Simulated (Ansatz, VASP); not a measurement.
**Two plane-wave programs on TiTe2**

File INCAR:

```
SYSTEM = TiTe2
ALGO = Normal
EDIFF = 1E-6
EDIFFG = -0.001
ENCUT = 600
GGA = PS
IBRION = 2
ISIF = 3
ISMEAR = -1
LASPH = .TRUE.
LCHARG = .FALSE.
LREAL = .FALSE.
LWAVE = .FALSE.
NELM = 100
NSW = 80
PREC = Accurate
SIGMA = 0.15
```

KPOINTS

```
k-points
0
G
  15 15 8
  0 0 0
```

POSCAR

```
TiTe2
1.0
    3.6959054375      0.0000000000      0.0000000000
   -1.8479527187      3.2007479988      0.0000000000
    0.0000000000      0.0000000000      6.4452016969
Ti Te
1 2
Direct
    0.0000000000      0.0000000000      0.0000000000
    0.6666666667      0.3333333333      0.2672751803
    0.3333333333      0.6666666667      0.7327248197
```

Input for Ansatz:

```yaml
crystal:
  lattice:
    - [3.6959054375, 0.0, 0.0]
    - [-1.8479527187, 3.2007479988, 0.0]
    - [0.0, 0.0, 6.4452016969]
  atoms:
    - { symbol: Ti, position: [0.0, 0.0, 0.0] }
    - { symbol: Te, position: [0.6666666667, 0.3333333333, 0.2672751803] }
    - { symbol: Te, position: [0.3333333333, 0.6666666667, 0.7327248197] }
basis:
  ecutwfc: 420
kpoints:
  mp_grid: { grid: [15, 15, 8] }
hamiltonian:
  xc: pbesol
  pseudopotentials: { kind: paw }
scf:
  occupations: { method: fermi_dirac, width: 0.15 }
output:
  forces: true
  stress: true
  eigenvalues: true
relax:
  adjacent_minimum: "off"
  f_tol: 0.001
  max_steps: 60
  cell: { stress_tol: 0.01 }
```

Alike in both runs: task relaxation of cell and atoms; functional PBEsol; k mesh 15 × 15 × 8; occupations fermi-dirac, width 0.15 eV; no spin polarisation.

|  | VASP | Ansatz |
| --- | --- | --- |
| version | VASP 6.6.1 | Ansatz 0.2.0 |
| potentials or method | VASP PAW PBE potentials, release 64 (Ti_sv, Te), cutoff 600 eV | scalar-relativistic, plane waves, PAW |
| valence electrons in the cell | 24 | 44 |

Ansatz gave:

* gap on the k mesh at the Fermi level, each at its own relaxed structure (eV): none
* relaxed volume (Å³/atom): 25.43
* relaxed cell length with the largest relative difference (Å): 6.448

Problem. What did VASP give for the same quantities?

Solution. gap on the k mesh at the Fermi level, each at its own relaxed structure (eV): none; relaxed volume (Å³/atom): 25.43; relaxed cell length with the largest relative difference (Å): 6.445.

VASP's potentials were made for PBE, not for PBEsol. A gap of «none» marks a metal or a gap that the smearing closes. VASP's potentials hold 24 valence electrons a cell and Ansatz's 44, so a difference there can come from the potentials and not from the codes.

Spin-orbit coupling is off throughout.
